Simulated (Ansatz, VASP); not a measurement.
B: VASP beside Ansatz

```
CELL_PARAMETERS angstrom
3.57895 0.00000 0.00000
-1.78947 3.09946 0.00000
0.00000 0.00000 2.19405
ATOMIC_POSITIONS crystal
B 0.00000 0.00000 0.00000
B 0.33333 0.66667 0.50000
B 0.66667 0.33333 0.50000
```

Alike in both runs: task relaxation of cell and atoms; functional PBE; k mesh 6 × 6 × 8; occupations gaussian, width 0.1 eV; no spin polarisation.

|  | VASP | Ansatz |
| --- | --- | --- |
| version | VASP 6.6.1 | Ansatz 0.2.0 |
| potentials or method | VASP PAW PBE potentials, release 64 (B), cutoff 600 eV | scalar-relativistic, plane waves, PAW |
| valence electrons in the cell | 9 | 9 |

```csv
,VASP,Ansatz,Ansatz less VASP
"gap on the k mesh at the Fermi level, each at its own relaxed structure (eV)",none,none,-
relaxed volume (Å³/atom),6.13,6.20,+0.072
relaxed cell length with the largest relative difference (Å),1.991,1.912,-0.0787
```

A gap of «none» marks a metal or a gap that the smearing closes.

Noted on VASP's run: the volume moved by over 15 % at a fixed basis, so the end points are rough.
